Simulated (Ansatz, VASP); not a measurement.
Two plane-wave programs on LiH

```xyz
2
Lattice="0.0000 1.9821 1.9821 1.9821 0.0000 1.9821 1.9821 1.9821 0.0000" Properties=species:S:1:pos:R:3 pbc="T T T"
Li    0.0000    0.0000    0.0000
H     1.9821    1.9821    1.9821
```

Alike in both runs: task single point; functional r2SCAN; k mesh 10 × 10 × 10; occupations gaussian, width 0.02 eV; no spin polarisation.

|  | VASP | Ansatz |
| --- | --- | --- |
| version | VASP 6.6.1 | Ansatz 0.2.0 |
| potentials or method | VASP PAW PBE potentials, release 64 (Li_sv, H), cutoff 520 eV | scalar-relativistic, plane waves, PAW |
| valence electrons in the cell | 4 | 4 |

```csv
,VASP,Ansatz,Ansatz less VASP
gap on the k mesh at the Fermi level (eV),3.56,3.61,+0.048
least direct gap on the mesh (eV),3.56,3.61,+0.048
```

VASP's potentials were made for PBE, not for r2SCAN. With one functional, cell and mesh, what is left measures potentials, basis and numerics.

Noted on VASP's run: the cutoff is short for stress, so the pressure is rough.
